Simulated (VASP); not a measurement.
The system is NaH.

```
Na H
1.0
     0.00000    1.98560    1.98560
     1.98560    0.00000    1.98560
     1.98560    1.98560    0.00000
Na H
1 1
Direct
  0.00000 0.00000 0.00000
  0.50000 0.50000 0.50000
```

- Program: VASP 6.6.1
- Task: relaxation of cell and atoms
- Functional: PBE
- Potentials or basis: VASP PAW PBE potentials, release 64 (Na_sv, H)
- Cutoff: 1130 eV
- k mesh: 10 × 10 × 10
- Occupations: fermi-dirac, width 0.02 eV
- Spin: no spin polarisation

At the start: pressure 41.1 GPa; volume 7.83 Å³/atom.

**Question.** Where does the relaxation end?

**Answer.** Over 6 steps the energy falls by 488.3 meV/atom and the volume is 14.07 Å³/atom (+79.8 %); space group Fm-3m (No. 225, to 0.1 Å) before and after.

The path:
| step | energy change (eV) | largest force (eV/Å) | pressure (GPa) | volume (Å³) |
| --- | --- | --- | --- | --- |
| 1 | 0.0000 | 0.0000 | 41.14 | 15.66 |
| 2 | -0.7503 | 0.0000 | 12.26 | 20.67 |
| 3 | -0.9315 | 0.0000 | 4.17 | 24.43 |
| 4 | -0.9067 | 0.0000 | -4.36 | 33.27 |
| 5 | -0.9762 | 0.0000 | 0.29 | 27.85 |
| 6 | -0.9765 | 0.0000 | 0.02 | 28.15 |

Final structure:
```cif
data_structure
_symmetry_space_group_name_H-M 'P 1'
_symmetry_Int_Tables_number 1
_cell_length_a 3.4144
_cell_length_b 3.4144
_cell_length_c 3.4144
_cell_angle_alpha 60.000
_cell_angle_beta 60.000
_cell_angle_gamma 60.000
_cell_volume 28.15
loop_
_atom_site_label
_atom_site_type_symbol
_atom_site_fract_x
_atom_site_fract_y
_atom_site_fract_z
_atom_site_occupancy
Na1 Na 0.00000 0.00000 0.00000 1
H1 H 0.50000 0.50000 0.50000 1
```

Caveat: the volume moved by over 15 % at a fixed basis, so the end points are rough; the structure was generated, so it needn't be the stable form of NaH.
